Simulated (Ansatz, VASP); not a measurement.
# Two plane-wave programs on AlNi

File INCAR:

```
SYSTEM = AlNi
PREC     = Accurate       ! precision mode
ENCUT    = 520            ! plane-wave cutoff, eV
EDIFF    = 1E-6           ! SCF threshold, eV
ISMEAR   = 0              ! smearing method
SIGMA    = 0.15           ! smearing width, eV
LREAL    = .FALSE.        ! projectors in reciprocal space
LASPH    = .TRUE.         ! aspherical terms in the spheres
NELM     = 100            ! most SCF steps
ALGO     = Fast           ! electronic algorithm
ISIF     = 2              ! what is computed and relaxed
LWAVE    = .FALSE.        ! write WAVECAR
LCHARG   = .FALSE.        ! write CHGCAR
GGA      = PS             ! functional
NBANDS   = 14             ! bands
```

KPOINTS

```
regular mesh
0
G
  16 16 16
  0 0 0
```

Contents of POSCAR:

```
AlNi
1.0
    2.8618233745      0.0000000000      0.0000000000
    0.0000000000      2.8618233745      0.0000000000
    0.0000000000      0.0000000000      2.8618233745
Al Ni
1 1
Direct
   -0.0132782478     -0.0066391239      0.0000000000
    0.5061040518      0.5030520259      0.5000000000
```

Input for Ansatz:

```yaml
crystal:
  lattice:
    - [2.8618233745, 0.0, 0.0]
    - [0.0, 2.8618233745, 0.0]
    - [0.0, 0.0, 2.8618233745]
  atoms:
    - { symbol: Al, position: [-0.0132782478, -0.0066391239, 0.0] }
    - { symbol: Ni, position: [0.5061040518, 0.5030520259, 0.5] }
basis:
  ecutwfc: 520.0
kpoints:
  mp_grid: { grid: [16, 16, 16] }
hamiltonian:
  xc: pbesol
  pseudopotentials: { kind: paw, azcp: { folder: soft_1 } }
scf:
  occupations: { method: gaussian, width: 0.15 }
output:
  forces: true
  stress: true
  eigenvalues: true
```

Change from the starting cell: mode 4 frozen in at -0.038 Å and mode 5 at -0.019 Å (largest displacements).

Alike in both runs: task single point; functional PBEsol; k mesh 16 × 16 × 16; occupations gaussian, width 0.15 eV; no spin polarisation.

|  | VASP | Ansatz |
| --- | --- | --- |
| version | VASP 6.6.1 | Ansatz 0.2.0 |
| potentials or method | VASP PAW PBE potentials, release 64 (Al, Ni), cutoff 520 eV | scalar-relativistic, plane waves, PAW |
| valence electrons in the cell | 13 | 21 |

|  | VASP | Ansatz | Ansatz less VASP |
| --- | --- | --- | --- |
| gap on the k mesh at the Fermi level (eV) | none | none | - |
| pressure (GPa) | 0.5 | 0.3 | -0.18 |
| traceless stress, the component that is largest in VASP (GPa) | 0.24 | 0.23 | -0.003 |
| rms of the force components (eV/Å) | 0.225 | 0.223 | -0.0021 |

VASP's potentials were made for PBE, not for PBEsol, and Ansatz warns of the same on its side. Atom by atom the forces differ by 0.002 eV/Å (rms over components). A gap of «none» marks a metal or a gap that the smearing closes. VASP's potentials hold 13 valence electrons a cell and Ansatz's 21, so a difference there can come from the potentials and not from the codes.
